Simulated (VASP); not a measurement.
A run of VASP 6.6.1 is set up as follows.

File POSCAR:

```
Dy
1.0
   -2.0393165824      2.0393165824      2.0393165824
    2.0393165824     -2.0393165824      2.0393165824
    4.0786331647      4.0786331647     -4.0786331648
Dy
2
Direct
    0.0000000000      0.0000000000      0.0000000000
    0.0000000000      0.0000000000      0.5000000000
```

INCAR.step1

```
SYSTEM = Dy
  ALGO = Normal
  EDIFF = 1E-6
  ENCUT = 520
  GGA = PE
  GGA_COMPAT = .FALSE.
  ISIF = 2
  ISMEAR = 0
  ISPIN = 2
  KPAR = 4
  LASPH = .TRUE.
  LCHARG = .TRUE.
  LMAXMIX = 6
  LORBIT = 11
  LREAL = .FALSE.
  LWAVE = .FALSE.
  MAGMOM = 5.08 -5.08
  NBANDS = 31
  NEDOS = 2001
  NELM = 200
  PREC = Accurate
  SIGMA = 0.05
```

Contents of KPOINTS.step1:

```
k-points
0
G
  14 14 7
  0 0 0
```

File INCAR.step2:

```
SYSTEM = Dy
  ALGO = Normal
  EDIFF = 1E-6
  ENCUT = 520
  GGA = PE
  GGA_COMPAT = .FALSE.
  ICHARG = 11
  ISIF = 2
  ISMEAR = -5
  ISPIN = 2
  KPAR = 4
  LASPH = .TRUE.
  LCHARG = .FALSE.
  LMAXMIX = 6
  LORBIT = 11
  LREAL = .FALSE.
  LWAVE = .FALSE.
  MAGMOM = 5.08 -5.08
  NEDOS = 1001
  NELM = 200
  PREC = Accurate
  SIGMA = 0.05
```

The input KPOINTS.step2:

```
k-points
0
G
  21 21 11
  0 0 0
```

Potentials or basis: VASP PAW PBE potentials, release 64 (Dy).

Run with:

```bash
$ cat potpaw_PBE.64/Dy/POTCAR > POTCAR
$ cp INCAR.step1 INCAR
$ cp KPOINTS.step1 KPOINTS
$ mpirun -np 4 vasp_std > vasp.out
$ cp INCAR.step2 INCAR
$ cp KPOINTS.step2 KPOINTS
$ mpirun -np 4 vasp_std > vasp.out
```

Q: What does it give for the net moment?

A: 0.00 μB per cell.

Q: What does it give for the site moments?

A: Dy +4.51, -4.51 μB.

Caveat: the magnetic or orbital state may not be the lowest; the antiferromagnetic order is the one typed at the start, and another may lie lower. The state reached can hang on the start; a lower one may exist.
